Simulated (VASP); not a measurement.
Runs of VASP 6.6.1 on K. The structure is that of space group Im-3m (No. 229), or close to it. The cells are those of the table. 

```csv
cell,further INCAR settings,gap on the mesh (eV),pressure (GPa)
"a = 4.346 Å, angles 110.2, 110.2, 108.1°, 1 atom",ALGO = Fast; EDIFF = 1e-07; NBANDS = 10,none,0.5
"a = 4.421 Å, angles 109.5°, 1 atom",ALGO = Fast; EDIFF = 1e-06; NBANDS = 10,none,0.3
"a = 4.648 Å, angles 109.5°, 1 atom",ALGO = Fast; EDIFF = 1e-06; NBANDS = 10,none,(a)
"a = 4.761 Å, angles 109.5°, 1 atom",ALGO = Fast; EDIFF = 1e-07; NBANDS = 10,none,(b)
"a = 4.384 Å, angles 108.8, 108.8, 110.9°, 1 atom",ALGO = Fast; EDIFF = 1e-06; NBANDS = 10,none,0.4
```

Alike in all rows: task single point; level PBEsol; potentials or basis VASP PAW PBE potentials, release 64 (K_sv); no spin polarisation; k mesh 14 × 14 × 14; cutoff (eV) 520; smearing gaussian 0.15 eV.

Question: Estimate the missing entries.

Answer: (a) -0.3; (b) -0.4.

Caveats: the PAW data sets were made with another functional, which shifts forces and pressure a little.

A gap of «none» marks levels without a gap at the run's occupations.
